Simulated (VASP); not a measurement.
# Sn8HO16 (a cell with a defect) in VASP: further runs

Sn8HO16 (a cell with a defect) is run at these levels: PBE; tasks: single point.

Everything below comes from runs of VASP 6.6.1. Logs are shortened: lines on timing, memory, paths and dates and some standing lists are left out, and cuts for length are marked.

## Step 1: The cell of the first run

The cell holds a defect, 25 atoms: a = 6.827 Å, b = 6.827 Å, c = 8.077 Å, α = 115.00°, β = 115.00°, γ = 90.00°.

## Step 2: Single point, PBE

File INCAR:

```
SYSTEM = Sn8HO16
  ALGO = Normal
  EDIFF = 1E-7
  ENCUT = 520
  GGA = PE
  ISIF = 2
  ISMEAR = 0
  LASPH = .True.
  LCHARG = .False.
  LREAL = Auto
  LWAVE = .False.
  NBANDS = 122
  NELECT = 208.0
  NELM = 80
  PREC = Accurate
  SIGMA = 0.02
```

File KPOINTS:

```
k-points
0
Gamma
  3 3 3
  0 0 0
```

File POSCAR:

```
Sn8HO16
1.0
   -4.8274195315     -4.8274195315      0.0000000000
    4.8274195315     -4.8274195315      0.0000000000
    0.0000000000      4.8274195315      6.4761384825
Sn O H
8 16 1
Direct
    0.4998278856      0.4936274716     -0.0101247063
    0.7599481217      0.7537472933      0.5101155587
   -0.0039287641     -0.0011678687      0.0011145531
    0.2449522635      0.2477131588      0.4988766081
    0.1349098410      0.6164793389      0.2499954262
    0.3756694924      0.8747587023      0.7501772875
    0.6154548786      0.1499131983      0.2499954262
    0.8754873316      0.3745764445      0.7498134904
    0.2007424493      0.5207127751      0.0018177499
    0.4489203064      0.7688906322      0.4981732569
    0.6894161735      0.0231618778      0.0018291765
    0.9375823196      0.2713284382      0.4981616759
    0.1410208699      0.3131355980      0.2499954262
    0.3898851585      0.5679334915      0.7478033419
    0.6833446953      0.8336612351      0.2499952718
    0.8920773049      0.0701255408      0.7521877448
    0.8107892593      0.4840614931      0.0006127108
    0.0601720847      0.7334442084      0.4993781416
    0.3054085782     -0.0147875410      0.0036072422
    0.5517968394      0.2316007202      0.4963837646
    0.0811265256      0.9245759034      0.2499955806
    0.3572076889      0.1788879894      0.7466313472
    0.6096265323      0.4501564479      0.2499952718
    0.8605718827      0.6822519761      0.7533594307
    0.8304258627      0.8580799746      0.2499952718
```

Potentials or basis: VASP PAW PBE potentials, release 64 (Sn_d, O, H).

The run is started by

```console
cat potpaw_PBE.64/Sn_d/POTCAR potpaw_PBE.64/O/POTCAR potpaw_PBE.64/H/POTCAR > POTCAR
mpirun -np 1 vasp_std > vasp.out
```

OUTCAR:

```text
SYSTEM = Sn8HO16
   EDIFF = 1E-7
   ENCUT = 520
   GGA = PE
   ISIF = 2
   ISMEAR = 0
   LASPH = .True.
   LREAL = Auto
   NELECT = 208.0
   NELM = 80
   PREC = Accurate

 ion  position               nearest neighbor table
   1  0.500  0.494  0.990-  22 2.06  14 2.06  23 2.06   9 2.09  17 2.09  15 2.24   4 3.18   2 3.37
                             7 3.65   8 3.72   6 3.74   6 3.76
   2  0.760  0.754  0.510-  24 2.06  16 2.06  23 2.06  10 2.09  18 2.09  15 2.24   3 3.18   1 3.37
                             7 3.65   6 3.72   8 3.74   8 3.76
   3  0.996  0.999  0.001-  13 2.07  24 2.08  16 2.10  11 2.10  19 2.11  21 2.12   2 3.18   4 3.22
                             5 3.73   7 3.75   6 3.75
   4  0.245  0.248  0.499-  13 2.07  22 2.08  14 2.10  12 2.10  20 2.11  21 2.12   1 3.18   3 3.22
                             5 3.73   7 3.75   8 3.75
   5  0.135  0.616  0.250-  13 2.07   9 2.07  10 2.07  18 2.11  17 2.11  21 2.14   6 3.24   8 3.24
                             3 3.73   4 3.73
   6  0.376  0.875  0.750-  11 2.08  18 2.08  14 2.09  22 2.09  19 2.12  10 2.13   5 3.24   7 3.24
                             2 3.72   1 3.74   3 3.75   1 3.76
   7  0.615  0.150  0.250-  23 2.05  19 2.06  20 2.06  12 2.10  11 2.10  15 2.21   8 3.24   6 3.24
                             2 3.65   1 3.65   3 3.75   4 3.75
   8  0.875  0.375  0.750-  12 2.08  17 2.08  16 2.09  24 2.09  20 2.12   9 2.13   5 3.24   7 3.24
                             1 3.72   2 3.74   4 3.75   2 3.76
   9  0.201  0.521  0.002-   5 2.07   1 2.09   8 2.13
  10  0.449  0.769  0.498-   5 2.07   2 2.09   6 2.13
  11  0.689  0.023  0.002-   6 2.08   7 2.10   3 2.10
  12  0.938  0.271  0.498-   8 2.08   7 2.10   4 2.10
  13  0.141  0.313  0.250-   5 2.07   3 2.07   4 2.07
  14  0.390  0.568  0.748-   1 2.06   6 2.09   4 2.10
  15  0.683  0.834  0.250-  25 1.02   7 2.21   1 2.24   2 2.24
  16  0.892  0.070  0.752-   2 2.06   8 2.09   3 2.10
  17  0.811  0.484  0.001-   8 2.08   1 2.09   5 2.11
  18  0.060  0.733  0.499-   6 2.08   2 2.09   5 2.11
  19  0.305  0.985  0.004-   7 2.06   3 2.11   6 2.12
  20  0.552  0.232  0.496-   7 2.06   4 2.11   8 2.12
  21  0.081  0.925  0.250-   3 2.12   4 2.12   5 2.14
  22  0.357  0.179  0.747-   1 2.06   4 2.08   6 2.09
  23  0.610  0.450  0.250-   7 2.05   1 2.06   2 2.06
  24  0.861  0.682  0.753-   2 2.06   3 2.08   8 2.09
  25  0.830  0.858  0.250-  15 1.02

  LATTYP: Found a body centered tetragonal cell.
 ALAT       =     6.8270021727
 C/A-ratio  =     1.8972129549

  Lattice vectors:

 A1 = (  -4.8274195315,   0.0000000000,  -6.4761384825)
 A2 = (   4.8274195315,   0.0000000000,  -6.4761384825)
 A3 = (   0.0000000000,  -4.8274195315,   6.4761384825)

Analysis of symmetry for initial positions (statically):
=====================================================================
 Subroutine PRICEL returns:
 Original cell was already a primitive cell.

 Routine SETGRP: Setting up the symmetry group for a
 body centered tetragonal supercell.

 Subroutine GETGRP returns: Found  2 space group operations
 (whereof  1 operations were pure point group operations)
 out of a pool of 16 trial point group operations.

The static configuration has the point symmetry C_1 .
 The point group associated with its full space group is C_1h.

Analysis of symmetry for dynamics (positions and initial velocities):
=====================================================================
 Subroutine PRICEL returns:
 Original cell was already a primitive cell.

 Routine SETGRP: Setting up the symmetry group for a
 body centered tetragonal supercell.

 Subroutine GETGRP returns: Found  2 space group operations
 (whereof  1 operations were pure point group operations)
 out of a pool of 16 trial point group operations.

The dynamic configuration has the point symmetry C_1 .
 The point group associated with its full space group is C_1h.

 Subroutine INISYM returns: Found  2 space group operations
 (whereof  1 operations are pure point group operations),
 and found     1 'primitive' translations

----------------------------------------------------------------------------------------

                                     Primitive cell

  volume of cell :     301.8396

  direct lattice vectors                    reciprocal lattice vectors
    -4.827419532 -4.827419532  0.000000000    -0.103575005 -0.103575005  0.077206502
     4.827419532 -4.827419532  0.000000000     0.103575005 -0.103575005  0.077206502
     0.000000000  4.827419532  6.476138482     0.000000000  0.000000000  0.154413004

  length of vectors
     6.827002173  6.827002173  8.077397414     0.165579006  0.165579006  0.154413004
[... 67 lines left out ...]
    -0.034525002 -0.034525002  0.025735501     0.333333333  0.000000000  0.000000000
     0.034525002 -0.034525002  0.025735501     0.000000000  0.333333333  0.000000000
     0.000000000  0.000000000  0.051471001     0.000000000  0.000000000  0.333333333

  Length of vectors
     0.055193002  0.055193002  0.051471001

  Shift w.r.t. Gamma in fractional coordinates (k-lattice)
     0.000000000  0.000000000  0.000000000

 Subroutine IBZKPT returns following result:
 ===========================================

 Found     10 irreducible k-points:

 Following reciprocal coordinates:
            Coordinates               Weight
  0.000000  0.000000  0.000000      1.000000
  0.333333  0.000000 -0.000000      4.000000
  0.000000 -0.333333  0.333333      4.000000
  0.333333  0.333333 -0.000000      4.000000
  0.333333 -0.333333  0.333333      4.000000
 -0.333333  0.333333  0.000000      2.000000
  0.333333  0.333333 -0.333333      2.000000
  0.000000  0.000000  0.333333      2.000000
  0.333333  0.000000  0.333333      2.000000
  0.000000 -0.333333 -0.333333      2.000000
   k-points           NKPTS =     10   k-points in BZ     NKDIM =     10   number of bands    NBANDS=    122
   number of dos      NEDOS =    301   number of ions     NIONS =     25
   total plane-waves  NPLWV = 174960
   dimension x,y,z NGX =    54 NGY =   54 NGZ =   60
   dimension x,y,z NGXF=   108 NGYF=  108 NGZF=  120
   ions per type =               8  16   1
   NGX,Y,Z   is equivalent  to a cutoff of  13.15, 13.15, 12.35 a.u.
   NGXF,Y,Z  is equivalent  to a cutoff of  26.30, 26.30, 24.70 a.u.
 SYSTEM =  Sn8HO16
   PREC   = accura    normal or accurate (medium, high low for compatibility)
   ISTART =      0    job   : 0-new  1-cont  2-samecut
   ICHARG =      2    charge: 1-file 2-atom 10-const
   ISPIN  =      1    spin polarized calculation?
   LNONCOLLINEAR =      F non collinear calculations
   LSORBIT =      F    spin-orbit coupling
   LASPH  =      T    aspherical Exc in radial PAW
   ENCUT  =  520.0 eV  38.22 Ry    6.18 a.u.  12.69 12.69 15.02*2*pi/ulx,y,z
   NELM   =     80;   NELMIN=  2; NELMDL= -5     # of ELM steps
   EDIFF  = 0.1E-06   stopping-criterion for ELM
   LREAL  =      T    real-space projection
   EDIFFG = 0.1E-05   stopping-criterion for IOM
   NSW    =      0    number of steps for IOM
   IBRION =     -1    ionic relax: 0-MD 1-quasi-New 2-CG
   NFREE  =      0    steps in history (QN), initial steepest desc. (CG)
   ISIF   =      2    stress and relaxation
   ISYM   =      2    0-nonsym 1-usesym 2-fastsym
   POTIM  = 0.5000    time-step for ionic-motion
   TEBEG  =    0.0;   TEEND  =   0.0 temperature during run
   PSTRESS=    0.0 pullay stress
   NELECT =     208.0000    total number of electrons
   NUPDOWN=      -1.0000    fix difference up-down
   EMIN   =  10.00;   EMAX   =-10.00  energy-range for DOS
   EFERMI =   0.00;   METHOD = LEGACY
   ISMEAR =     0;   SIGMA  =   0.02  broadening in eV -4-tet -1-fermi 0-gaus
   EFERMI_NEDOS =   21; number of points for ismear=-14 and -15
   IALGO  =     38    algorithm
   IMIX   =      4    mixing-type and parameters
     AMIX     =   0.40;   BMIX     =  1.00
     AMIX_MAG =   1.60;   BMIX_MAG =  1.00
  volume/ion in A,a.u.               =      12.07        81.48
  Fermi-wavevector in a.u.,A,eV,Ry     =   1.446007  2.732558 28.448934  2.090938
  Thomas-Fermi vector in A             =   2.564125
   LORBIT       =      0    0 simple, 1 ext, 2 COOP (PROOUT), +10 PAW based schemes
   GGA     = PE    functional components
   LHFCALC =     F    Hartree Fock is set to
   AEXX    =    0.0000 exact exchange contribution
   IVDW    =     0    specifies the selected vdW correction
   LEPSILON=     F    determine dielectric tensor
   LRPA    =     F    only Hartree local field effects (RPA)
 non-spin polarized calculation
 Gauss-broadening in eV      SIGMA  =   0.02
  energy-cutoff  :      520.00
  volume of cell :      301.84
 maximum number of plane-waves:      8153
 NGX is ok and might be reduce to    54
   NGX = 25   NGY = 25   NGZ = 31

 number of electron     208.0000017 magnetization

 Free energy of the ion-electron system (eV)
  ---------------------------------------------------
  ext. energy  EPLUGINS =         0.00000000
  ---------------------------------------------------
  free energy    TOTEN  =      -159.94328511 eV

  energy without entropy =     -159.94328511  energy(sigma->0) =     -159.94328511

 E-fermi :   5.5103     XC(G=0): -10.9783

 val. band max:        5.3876659969   @ k =   0.0000   0.0000   0.0000
 cond. band min:       6.2763209042   @ k =   0.0000   0.0000   0.0000
 fundamental gap:      0.8886549072
 Fermi energy:         5.5103068075

 k-point     1 :       0.0000    0.0000    0.0000
  band No.  band energies     occupation
      1     -15.4235      2.00000
      2     -15.2863      2.00000
      3     -15.1094      2.00000
      4     -15.0382      2.00000
      5     -15.0105      2.00000
      6     -14.9781      2.00000
[... 1179 lines left out ...]
    115      13.2351      0.00000
    116      13.4922      0.00000
 [bands above 116 left out]

------------------------ aborting loop because EDIFF is reached ----------------------------------------

  FORCE on cell =-STRESS in cart. coord.  units (eV):
  Direction    XX          YY          ZZ          XY          YZ          ZX
  --------------------------------------------------------------------------------------
  -------------------------------------------------------------------------------------
  Total       -7.9129376    -13.2509939     -8.6366088     -4.0035944      0.0000000      0.0000000
  in kB      -42.0022076    -70.3368356    -45.8434849    -21.2512484      0.0000000      0.0000000
  external PRESSURE =     -52.7275093 kB  Pullay stress =       0.0000000 kB

 VOLUME and BASIS-vectors are now :
 -----------------------------------------------------------------------------
  energy-cutoff  :      520.00
  volume of cell :      301.84
      direct lattice vectors                 reciprocal lattice vectors
    -4.827419532 -4.827419532  0.000000000    -0.103575005 -0.103575005  0.077206502
     4.827419532 -4.827419532  0.000000000     0.103575005 -0.103575005  0.077206502
     0.000000000  4.827419532  6.476138482     0.000000000  0.000000000  0.154413004

 POSITION                                       TOTAL-FORCE (eV/Angst)
 -----------------------------------------------------------------------------------
     -0.02993     -0.01728      6.41057        -0.008480      0.009663     -0.005746
     -0.02993     -4.84470      3.30358        -0.008480      0.009663      0.005746
      0.01333     -9.62486      0.00722        -0.007122     -0.012078      0.004416
      0.01333      0.02998      3.23079        -0.007122     -0.012078     -0.004416
      2.32474     -2.42044      1.61901         0.019552     -0.009953      0.000000
      2.40931     -2.41492      4.85825        -0.010494      0.012015     -0.006794
[... 17 lines left out ...]
     -0.86082     -3.81108      4.87886        -0.039209      0.013546      0.026323
      0.13350     -6.94429      1.61900        -0.015051      0.086271      0.000000
 -----------------------------------------------------------------------------------
    total drift:                               -0.001101      0.039011     -0.021922

  FREE ENERGIE OF THE ION-ELECTRON SYSTEM (eV)
  ---------------------------------------------------
  free  energy   TOTEN  =      -159.9432851077 eV

  energy  without entropy=     -159.9432851077  energy(sigma->0) =     -159.94328511
```

Wall time 27 min (1 thread of AMD EPYC 7R13, shared host); peak memory 0.53 GiB.

What came out:

```yaml
Free_energy: -159.9433 eV
Largest_force: 0.165 eV/Å
```

Forces on the atoms (eV/Å):
```
Sn  -0.008  0.010 -0.006
Sn  -0.008  0.010  0.006
Sn  -0.007 -0.012  0.004
Sn  -0.007 -0.012 -0.004
Sn   0.020 -0.010  0.000
Sn  -0.010  0.012 -0.007
Sn   0.017 -0.021  0.000
Sn  -0.010  0.012  0.007
O   -0.016 -0.005 -0.019
O   -0.016 -0.005  0.019
O   -0.035 -0.007  0.025
O   -0.035 -0.007 -0.025
O    0.018 -0.037  0.000
O    0.025 -0.014 -0.013
O    0.091  0.137  0.000
O    0.025 -0.014  0.013
O    0.046 -0.010  0.029
O    0.046 -0.010 -0.029
O    0.009 -0.017 -0.014
O    0.009 -0.017  0.014
O   -0.064 -0.076  0.000
O   -0.039  0.014 -0.026
O    0.005 -0.019  0.000
O   -0.039  0.014  0.026
H   -0.015  0.086  0.000
```

Caveat: the cell carries a net charge on a neutralising background, which shifts energy and pressure; the cell is charged against a uniform background, so pressure and absolute levels hang on convention; spin-orbit coupling is left out, which moves the levels of the heavy elements.

(Part 1 of 2 ends here.)
